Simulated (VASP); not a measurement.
Crystal: ZrN.

```
Zr N
1.0
     0.00000    2.30000    2.30000
     2.30000    0.00000    2.30000
     2.30000    2.30000    0.00000
Zr N
1 1
Cartesian
  2.3000 2.3000 2.3000
  0.0000 0.0000 0.0000
```

* Program: VASP 6.6.1
* Task: relaxation of cell and atoms
* Functional: PBEsol
* Potentials or basis: VASP PAW PBE potentials, release 64 (Zr_sv, N)
* Cutoff: 600 eV
* k mesh: 11 × 11 × 11
* Occupations: fermi-dirac, width 0.15 eV
* Spin: no spin polarisation

At the start: pressure -7.4 GPa; volume 12.17 Å³/atom.

Question: Where does the relaxation end?

Answer: Over 3 steps the energy falls by 8.4 meV/atom and the volume is 11.82 Å³/atom (-2.9 %); space group Fm-3m (No. 225, to 0.1 Å) before and after.

The path:
| step | energy change (eV) | largest force (eV/Å) | pressure (GPa) | volume (Å³) |
| --- | --- | --- | --- | --- |
| 1 | 0.0000 | 0.0000 | -7.42 | 24.33 |
| 2 | 0.0414 | 0.0000 | 16.00 | 22.40 |
| 3 | -0.0168 | 0.0000 | -0.13 | 23.64 |

Final structure:
```yaml
crystal:
  lattice:
    - [0.00000, 2.27785, 2.27785]
    - [2.27785, 0.00000, 2.27785]
    - [2.27785, 2.27785, 0.00000]
  atoms:
    - { symbol: Zr, position: [0.50000, 0.50000, 0.50000] }
    - { symbol: N, position: [0.00000, 0.00000, 0.00000] }
```

Caveat: the PAW data sets were made with another functional, which shifts forces and pressure a little.
